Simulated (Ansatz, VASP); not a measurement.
# One calculation of ZrB2, two programs

```
Zr B
1.0
     3.16500    0.00000    0.00000
    -1.58250    2.74097    0.00000
     0.00000    0.00000    3.52000
Zr B
1 2
Direct
  0.00000 0.00000 0.00000
  0.33333 0.66667 0.50000
  0.66667 0.33333 0.50000
```

Alike in both runs: task relaxation of cell and atoms; functional PBE; k mesh 18 × 18 × 14; occupations gaussian, width 0.1 eV; no spin polarisation.

|  | VASP | Ansatz |
| --- | --- | --- |
| version | VASP 6.6.1 | Ansatz 0.2.0 |
| potentials or method | VASP PAW PBE potentials, release 64 (Zr_sv, B), cutoff 600 eV | scalar-relativistic, plane waves, PAW |
| valence electrons in the cell | 18 | 18 |

```tsv
	VASP	Ansatz	Ansatz less VASP
gap on the k mesh at the Fermi level, each at its own relaxed structure (eV)	none	none	-
relaxed volume (Å³/atom)	10.29	10.28	-0.007
relaxed cell length with the largest relative difference (Å)	3.542	3.541	-0.0010
```

A gap of «none» marks a metal or a gap that the smearing closes.
